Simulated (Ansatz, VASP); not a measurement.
One calculation of P, two programs

```xyz
4
Lattice="3.2837 0.0000 0.0000 0.0000 34.8570 0.0000 0.0000 0.0000 4.6321" Properties=species:S:1:pos:R:3 pbc="T T T"
P     0.0000   33.7382    2.7062
P     0.0000    1.1188    1.9259
P     1.6419    1.1188    0.3902
P     1.6419   33.7382    4.2419
```

Change from the starting cell: mode 7 (349.0 1/cm) frozen in, largest displacement +0.090 Å.

Alike in both runs: task single point; functional PBEsol; k mesh 8 × 1 × 6; occupations gaussian, width 0.05 eV; no spin polarisation.

|  | VASP | Ansatz |
| --- | --- | --- |
| version | VASP 6.6.1 | Ansatz 0.2.0 |
| potentials or method | VASP PAW PBE potentials, release 64 (P), cutoff 520 eV | scalar-relativistic, plane waves, PAW |
| valence electrons in the cell | 20 | 20 |

|  | VASP | Ansatz | Ansatz less VASP |
| --- | --- | --- | --- |
| gap on the k mesh at the Fermi level (eV) | 0.41 | 0.40 | -0.015 |
| least direct gap on the mesh (eV) | 0.41 | 0.40 | -0.015 |
| rms of the force components (eV/Å) | 0.547 | 0.537 | -0.0107 |

VASP's potentials were made for PBE, not for PBEsol. Atom by atom the forces differ by 0.012 eV/Å (rms over components).
